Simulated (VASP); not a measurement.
# SnO2 in VASP: notebook

Runs on SnO2. Level: PBE+D3(BJ). Tasks: single point.

Everything below comes from runs of VASP 6.6.1. Logs are shortened: lines on timing, memory, paths and dates and some standing lists are left out, and cuts for length are marked.

## 1. The cell of the first run

The cell holds a sheet with vacuum, 6 atoms: a = 2.805 Å, b = 2.805 Å, c = 38.173 Å, α = 90.00°, β = 90.00°, γ = 90.00°.

## 2. Single point, PBE+D3(BJ)

Input file INCAR:

```
PREC = Accurate
ENCUT = 520
EDIFF = 1E-7
ISMEAR = 0
SIGMA = 0.1
LREAL = F
LASPH = T
NELM = 100
ALGO = Normal
ISIF = 2
LWAVE = F
LCHARG = F
LDIPOL = T
IDIPOL = 3
DIPOL = 0.5 0.5 0.275
GGA = PE
IVDW = 12
NBANDS = 35
```

Input file KPOINTS:

```
regular mesh
0
Gamma
  14 14 1
```

Input file POSCAR:

```
SnO2
1.0
    2.8049263041      0.0000000000      0.0000000000
    0.0000000000      2.8049263041      0.0000000000
    0.0000000000      0.0000000000     38.1727281784
Sn O
2 4
Direct
    0.0000000000      1.0000000000      0.2061673941
    0.0000000000      1.0000000000      0.3439635765
    0.5000000000      0.5000000000      0.2374812484
    0.5000000000      0.5000000000      0.1750378447
    0.5000000000      0.5000000000      0.3750931259
    0.5000000000      0.5000000000      0.3126497221
```

Potentials or basis: VASP PAW PBE potentials, release 64 (Sn_d, O).

Run with:

```bash
cat potpaw_PBE.64/Sn_d/POTCAR potpaw_PBE.64/O/POTCAR > POTCAR
mpirun -np 1 vasp_std > vasp.out
```

OUTCAR:

```text
PREC = Accurate
   ENCUT = 520
   EDIFF = 1E-7
   ISMEAR = 0
   LREAL = F
   LASPH = T
   NELM = 100
   ISIF = 2
   GGA = PE
   IVDW = 12
 IVDW          = 12

 ion  position               nearest neighbor table
   1  0.000  0.000  0.206-   4 2.31   4 2.31   4 2.31   4 2.31   3 2.32   3 2.32   3 2.32   3 2.32

   2  0.000  0.000  0.344-   5 2.31   5 2.31   5 2.31   5 2.31   6 2.32   6 2.32   6 2.32   6 2.32

   3  0.500  0.500  0.237-   1 2.32   1 2.32   1 2.32   1 2.32
   4  0.500  0.500  0.175-   1 2.31   1 2.31   1 2.31   1 2.31
   5  0.500  0.500  0.375-   2 2.31   2 2.31   2 2.31   2 2.31
   6  0.500  0.500  0.313-   2 2.32   2 2.32   2 2.32   2 2.32

  LATTYP: Found a simple tetragonal cell.
 ALAT       =     2.8049263041
 C/A-ratio  =    13.6091733043

  Lattice vectors:

 A1 = (   2.8049263041,   0.0000000000,   0.0000000000)
 A2 = (   0.0000000000,   2.8049263041,   0.0000000000)
 A3 = (   0.0000000000,   0.0000000000,  38.1727281784)

Analysis of symmetry for initial positions (statically):
=====================================================================
 Subroutine PRICEL returns:
 Original cell was already a primitive cell.

 Routine SETGRP: Setting up the symmetry group for a
 simple tetragonal supercell.

 Subroutine GETGRP returns: Found 16 space group operations
 (whereof  8 operations were pure point group operations)
 out of a pool of 16 trial point group operations.

The static configuration has the point symmetry C_4v.
 The point group associated with its full space group is D_4h.

Analysis of symmetry for dynamics (positions and initial velocities):
=====================================================================
 Subroutine PRICEL returns:
 Original cell was already a primitive cell.

 Routine SETGRP: Setting up the symmetry group for a
 simple tetragonal supercell.

 Subroutine GETGRP returns: Found 16 space group operations
 (whereof  8 operations were pure point group operations)
 out of a pool of 16 trial point group operations.

The dynamic configuration has the point symmetry C_4v.
 The point group associated with its full space group is D_4h.

 Subroutine INISYM returns: Found 16 space group operations
 (whereof  8 operations are pure point group operations),
 and found     1 'primitive' translations

----------------------------------------------------------------------------------------

                                     Primitive cell

  volume of cell :     300.3282

  direct lattice vectors                    reciprocal lattice vectors
     2.804926304  0.000000000  0.000000000     0.356515606  0.000000000  0.000000000
     0.000000000  2.804926304  0.000000000     0.000000000  0.356515606  0.000000000
     0.000000000  0.000000000 38.172728178     0.000000000  0.000000000  0.026196713

  length of vectors
     2.804926304  2.804926304 38.172728178     0.356515606  0.356515606  0.026196713

  position of ions in fractional coordinates (direct lattice)
     0.000000000  0.000000000  0.206167394
     0.000000000  0.000000000  0.343963577
     0.500000000  0.500000000  0.237481248
     0.500000000  0.500000000  0.175037845
     0.500000000  0.500000000  0.375093126
     0.500000000  0.500000000  0.312649722

  ion indices of the primitive-cell ions
   primitive index   ion index
                 1           1
                 2           2
                 3           3
                 4           4
                 5           5
                 6           6

----------------------------------------------------------------------------------------

 KPOINTS: regular mesh

Automatic generation of k-mesh.
 Grid dimensions read from file:
 generate k-points for:   14   14    1

 Generating k-lattice:

  Cartesian coordinates                     Fractional coordinates (reciprocal lattice)
     0.025465400  0.000000000  0.000000000     0.071428571  0.000000000  0.000000000
     0.000000000  0.025465400  0.000000000     0.000000000  0.071428571  0.000000000
     0.000000000  0.000000000  0.026196713     0.000000000  0.000000000  1.000000000

  Length of vectors
     0.025465400  0.025465400  0.026196713

  Shift w.r.t. Gamma in fractional coordinates (k-lattice)
     0.000000000  0.000000000  0.000000000

 Subroutine IBZKPT returns following result:
 ===========================================

 Found     36 irreducible k-points:

 Following reciprocal coordinates:
            Coordinates               Weight
  0.000000  0.000000  0.000000      1.000000
  0.071429  0.000000  0.000000      4.000000
  0.142857  0.000000  0.000000      4.000000
  0.214286  0.000000  0.000000      4.000000
  0.285714  0.000000  0.000000      4.000000
  0.357143  0.000000  0.000000      4.000000
[... 16 lines left out ...]
  0.285714  0.214286  0.000000      8.000000
  0.357143  0.214286  0.000000      8.000000
 [... further k-points ...]
   k-points           NKPTS =     36   k-points in BZ     NKDIM =     36   number of bands    NBANDS=     35
   number of dos      NEDOS =    301   number of ions     NIONS =      6
   total plane-waves  NPLWV = 165888
   dimension x,y,z NGX =    24 NGY =   24 NGZ =  288
   dimension x,y,z NGXF=    48 NGYF=   48 NGZF=  576
   ions per type =               2   4
   NGX,Y,Z   is equivalent  to a cutoff of  14.22, 14.22, 12.54 a.u.
   NGXF,Y,Z  is equivalent  to a cutoff of  28.45, 28.45, 25.09 a.u.
 SYSTEM =  unknown system
   PREC   = accura    normal or accurate (medium, high low for compatibility)
   ISTART =      0    job   : 0-new  1-cont  2-samecut
   ICHARG =      2    charge: 1-file 2-atom 10-const
   ISPIN  =      1    spin polarized calculation?
   LNONCOLLINEAR =      F non collinear calculations
   LSORBIT =      F    spin-orbit coupling
   LASPH  =      T    aspherical Exc in radial PAW
   ENCUT  =  520.0 eV  38.22 Ry    6.18 a.u.   5.22  5.22 70.98*2*pi/ulx,y,z
   NELM   =    100;   NELMIN=  2; NELMDL= -5     # of ELM steps
   EDIFF  = 0.1E-06   stopping-criterion for ELM
   LREAL  =      F    real-space projection
   EDIFFG = 0.1E-05   stopping-criterion for IOM
   NSW    =      0    number of steps for IOM
   IBRION =     -1    ionic relax: 0-MD 1-quasi-New 2-CG
   NFREE  =      0    steps in history (QN), initial steepest desc. (CG)
   ISIF   =      2    stress and relaxation
   ISYM   =      2    0-nonsym 1-usesym 2-fastsym
   POTIM  = 0.5000    time-step for ionic-motion
   TEBEG  =    0.0;   TEEND  =   0.0 temperature during run
   PSTRESS=    0.0 pullay stress
   NELECT =      52.0000    total number of electrons
   NUPDOWN=      -1.0000    fix difference up-down
   EMIN   =  10.00;   EMAX   =-10.00  energy-range for DOS
   EFERMI =   0.00;   METHOD = LEGACY
   ISMEAR =     0;   SIGMA  =   0.10  broadening in eV -4-tet -1-fermi 0-gaus
   EFERMI_NEDOS =   21; number of points for ismear=-14 and -15
   IALGO  =     38    algorithm
   IMIX   =      4    mixing-type and parameters
     AMIX     =   0.40;   BMIX     =  1.00
     AMIX_MAG =   1.60;   BMIX_MAG =  1.00
  volume/ion in A,a.u.               =      50.05       337.79
  Fermi-wavevector in a.u.,A,eV,Ry     =   0.912453  1.724286 11.327813  0.832571
  Thomas-Fermi vector in A             =   2.036851
   LORBIT       =      0    0 simple, 1 ext, 2 COOP (PROOUT), +10 PAW based schemes
   GGA     = PE    functional components
   LHFCALC =     F    Hartree Fock is set to
   AEXX    =    0.0000 exact exchange contribution
   IVDW    =    12    specifies the selected vdW correction
   LEPSILON=     F    determine dielectric tensor
   LRPA    =     F    only Hartree local field effects (RPA)
 non-spin polarized calculation
 Gauss-broadening in eV      SIGMA  =   0.10
  energy-cutoff  :      520.00
  volume of cell :      300.33
 maximum number of plane-waves:      8173
 NGX is ok and might be reduce to    24
   NGX = 11   NGY = 11   NGZ =141

 dipolmoment           0.000000      0.000000      0.000000 electrons x Angstroem

 number of electron      51.9999998 magnetization

 dipolmoment           0.000000      0.000000     -0.000001 electrons x Angstroem

 Free energy of the ion-electron system (eV)
  ---------------------------------------------------
  ext. energy  EPLUGINS =         0.00000000
  ---------------------------------------------------
  free energy    TOTEN  =       -30.11027177 eV

  energy without entropy =      -30.09393094  energy(sigma->0) =      -30.10210136

 E-fermi :  -4.2673     XC(G=0):  -3.0704

 val. band max:       -4.2723785714   @ k =   0.4286   0.3571   0.0000
 cond. band min:      -4.2586262253   @ k =   0.5000   0.3571   0.0000
 fundamental gap:      0.0137523461
 Fermi energy:        -4.2672527313

 k-point     1 :       0.0000    0.0000    0.0000
  band No.  band energies     occupation
      1     -26.4908      2.00000
      2     -26.4908      2.00000
      3     -26.1881      2.00000
      4     -26.1878      2.00000
      5     -25.7273      2.00000
      6     -25.7273      2.00000
[... 27 lines left out ...]
     34       3.7795      0.00000
     35       4.1300      0.00000

 k-point     2 :       0.0714    0.0000    0.0000
  band No.  band energies     occupation
      1     -26.4693      2.00000
      2     -26.4693      2.00000
      3     -26.1688      2.00000
      4     -26.1685      2.00000
      5     -25.7578      2.00000
      6     -25.7575      2.00000
[... 27 lines left out ...]
     34       3.8741      0.00000
     35       4.2201      0.00000
[... 796 lines left out ...]
     34       4.1893      0.00000
     35       5.2725      0.00000

 k-point    24 :       0.3571    0.2143    0.0000
  band No.  band energies     occupation
      1     -26.1633      2.00000
      2     -26.1623      2.00000
      3     -26.0846      2.00000
      4     -26.0832      2.00000
      5     -25.9915      2.00000
      6     -25.9915      2.00000
[... 27 lines left out ...]
     34       3.7222      0.00000
     35       6.1066      0.00000

 [... further k-points ...]

------------------------ aborting loop because EDIFF is reached ----------------------------------------

 vacuum level on the upper side and lower side of the slab       (xc-potential included)        -0.008        -0.007

 Edisp (eV)   -0.93520

 E8    (eV) :    -0.3799

  FORCE on cell =-STRESS in cart. coord.  units (eV):
  Direction    XX          YY          ZZ          XY          YZ          ZX
  --------------------------------------------------------------------------------------
  -------------------------------------------------------------------------------------
  Total       0.24451     0.24451     0.03943     0.00000     0.00000     0.00000
  in kB       1.30440     1.30440     0.21033     0.00000     0.00000     0.00000
  external pressure =        0.94 kB  Pullay stress =        0.00 kB

 VOLUME and BASIS-vectors are now :
 -----------------------------------------------------------------------------
  energy-cutoff  :      520.00
  volume of cell :      300.33
      direct lattice vectors                 reciprocal lattice vectors
     2.804926304  0.000000000  0.000000000     0.356515606  0.000000000  0.000000000
     0.000000000  2.804926304  0.000000000     0.000000000  0.356515606  0.000000000
     0.000000000  0.000000000 38.172728178     0.000000000  0.000000000  0.026196713

 POSITION                                       TOTAL-FORCE (eV/Angst)
 -----------------------------------------------------------------------------------
      0.00000      0.00000      7.86997        -0.000000      0.000000     -0.003921
      0.00000      0.00000     13.13003         0.000000      0.000000      0.003921
      1.40246      1.40246      9.06531         0.000000     -0.000000      0.035712
      1.40246      1.40246      6.68167         0.000000     -0.000000     -0.031592
      1.40246      1.40246     14.31833         0.000000      0.000000      0.031592
      1.40246      1.40246     11.93469         0.000000      0.000000     -0.035712
 -----------------------------------------------------------------------------------
    total drift:                                0.000000     -0.000000     -0.000053

  FREE ENERGIE OF THE ION-ELECTRON SYSTEM (eV)
  ---------------------------------------------------
  free  energy   TOTEN  =       -31.0454763549 eV

  energy  without entropy=      -31.0291355309  energy(sigma->0) =      -31.03730594

 vacuum level on the upper side and lower side of the slab         3.472         3.472
```

Run time: 5 min. Hardware: 1 thread of Intel Xeon Platinum 8481C at 2.70GHz (Sapphire Rapids), shared host; peak memory 0.61 GiB.

What came out:

| Quantity | Value |
| --- | --- |
| Free energy | -31.0455 eV |
| Largest force | 0.036 eV/Å |
| Band gap on the k mesh | zero (band 26 reaches -4.26 eV, above the bottom of band 27 at -4.63 eV) |
| Dispersion energy per atom | -0.156 eV |

Forces in eV/Å, atoms in the order of the input:
```
Sn   0.000  0.000 -0.004
Sn   0.000  0.000  0.004
O    0.000  0.000  0.036
O    0.000  0.000 -0.032
O    0.000  0.000  0.032
O    0.000  0.000 -0.036
```

Levels at points of the mesh, in eV from the Fermi level:
```tsv
k point	band 22	band 23	band 24	band 25	band 26	band 27	band 28	band 29	band 30	band 31
(0.00, 0.00, 0.00)	-1.00	-1.00	-0.96	-0.96	-0.79	-0.35	0.11	4.06	4.39	7.47
(0.50, 0.00, 0.00)	-1.18	-0.97	-0.95	-0.62	-0.14	2.95	3.09	4.04	4.22	8.84
(0.50, 0.50, 0.00)	-2.81	-2.59	-2.27	-1.04	-1.00	-0.35	0.04	5.11	5.33	5.33
```

Caveat: spin-orbit coupling is left out, which moves the levels of the heavy elements.

## 3. Single point, PBE+D3(BJ)

This run uses another cell than the first one, of 49.81 Å³/atom, 0.995 times its volume.

Input file INCAR:

```
SYSTEM = SnO2
ALGO = Normal
DIPOL = 0.5 0.5 0.275
EDIFF = 1E-7
ENCUT = 520
GGA = PE
IDIPOL = 3
ISIF = 2
ISMEAR = 0
IVDW = 12
LASPH = .TRUE.
LCHARG = .FALSE.
LDIPOL = .TRUE.
LREAL = .FALSE.
LWAVE = .FALSE.
NBANDS = 35
NELM = 100
PREC = Accurate
SIGMA = 0.1
```

Input file KPOINTS:

```
k-points
0
G
  14 14 1
  0 0 0
```

Input file POSCAR:

```
SnO2
1.0
    2.7980378759      0.0000000000      0.0000000000
    0.0000000000      2.7980378759      0.0000000000
    0.0000000000      0.0000000000     38.1727281784
Sn O
2 4
Direct
    0.0000000000      1.0000000000      0.2063325384
    0.0000000000      1.0000000000      0.3437984321
    0.5000000000      0.5000000000      0.2377134582
    0.5000000000      0.5000000000      0.1752097106
    0.5000000000      0.5000000000      0.3749212599
    0.5000000000      0.5000000000      0.3124175124
```

Potentials or basis: VASP PAW PBE potentials, release 64 (Sn_d, O).

Run with:

```bash
cat potpaw_PBE.64/Sn_d/POTCAR potpaw_PBE.64/O/POTCAR > POTCAR
mpirun -np 1 vasp_std > vasp.out
```

OUTCAR:

```text
SYSTEM = SnO2
   EDIFF = 1E-7
   ENCUT = 520
   GGA = PE
   ISIF = 2
   ISMEAR = 0
   IVDW = 12
   LASPH = .TRUE.
   LREAL = .FALSE.
   NELM = 100
   PREC = Accurate
 IVDW          = 12

 ion  position               nearest neighbor table
   1  0.000  0.000  0.206-   4 2.31   4 2.31   4 2.31   4 2.31   3 2.31   3 2.31   3 2.31   3 2.31

   2  0.000  0.000  0.344-   5 2.31   5 2.31   5 2.31   5 2.31   6 2.31   6 2.31   6 2.31   6 2.31

   3  0.500  0.500  0.238-   1 2.31   1 2.31   1 2.31   1 2.31
   4  0.500  0.500  0.175-   1 2.31   1 2.31   1 2.31   1 2.31
[... 1135 lines left out ...]
  Total       0.79076     0.79076     0.01654     0.00000     0.00000     0.00000
  in kB       4.23932     4.23932     0.08868     0.00000     0.00000     0.00000
  external pressure =        2.86 kB  Pullay stress =        0.00 kB

 VOLUME and BASIS-vectors are now :
 -----------------------------------------------------------------------------
  energy-cutoff  :      520.00
  volume of cell :      298.85
      direct lattice vectors                 reciprocal lattice vectors
     2.798037876  0.000000000  0.000000000     0.357393304  0.000000000  0.000000000
     0.000000000  2.798037876  0.000000000     0.000000000  0.357393304  0.000000000
     0.000000000  0.000000000 38.172728178     0.000000000  0.000000000  0.026196713

 POSITION                                       TOTAL-FORCE (eV/Angst)
 -----------------------------------------------------------------------------------
      0.00000      0.00000      7.87628         0.000000      0.000000      0.022923
      0.00000      0.00000     13.12372        -0.000000      0.000000     -0.022923
      1.39902      1.39902      9.07417         0.000000     -0.000000      0.000190
      1.39902      1.39902      6.68823         0.000000      0.000000     -0.033326
      1.39902      1.39902     14.31177         0.000000     -0.000000      0.033326
      1.39902      1.39902     11.92583         0.000000      0.000000     -0.000190
 -----------------------------------------------------------------------------------
    total drift:                                0.000000      0.000000     -0.000004

  FREE ENERGIE OF THE ION-ELECTRON SYSTEM (eV)
  ---------------------------------------------------
  free  energy   TOTEN  =       -31.0424129801 eV

  energy  without entropy=      -31.0266792453  energy(sigma->0) =      -31.03454611

 vacuum level on the upper side and lower side of the slab         3.485         3.485
```

stdout:

```text
POSCAR found type information on POSCAR SnO
 POSCAR found :  2 types and       6 ions
 scaLAPACK will be used
 LDA part: xc-table for (Slater+PW92), standard interpolation
 POSCAR, INCAR and KPOINTS ok, starting setup
 FFT: planning ... GRIDC
 FFT: planning ... GRID_SOFT
 FFT: planning ... GRID
 WAVECAR not read
 entering main loop
```

Wall time 4.9 min (1 thread of Intel Xeon Platinum 8481C at 2.70GHz (Sapphire Rapids), shared host); peak memory 0.58 GiB.

Results:

* Free energy: -31.0424 eV
* Largest force: 0.033 eV/Å
* Band gap on the k mesh: zero (band 26 reaches -4.25 eV, above the bottom of band 27 at -4.63 eV)
* Dispersion energy per atom: -0.157 eV

Forces in eV/Å, atoms in the order of the input:
```
Sn   0.000  0.000  0.023
Sn   0.000  0.000 -0.023
O    0.000  0.000  0.000
O    0.000  0.000 -0.033
O    0.000  0.000  0.033
O    0.000  0.000  0.000
```

Levels at points of the mesh, in eV from the Fermi level:
```
           k point  band 23  band 24  band 25  band 26  band 27  band 28  band 29  band 30
(0.00, 0.00, 0.00)    -1.00    -0.95    -0.95    -0.80    -0.32     0.15     4.11     4.44
(0.50, 0.00, 0.00)    -0.97    -0.94    -0.63    -0.14     2.97     3.12     4.07     4.25
(0.50, 0.50, 0.00)    -2.59    -2.26    -0.98    -0.95    -0.37     0.03     5.14     5.33
```

Caveat: spin-orbit coupling is left out, which moves the levels of the heavy elements.

[end of part 1 of 2]
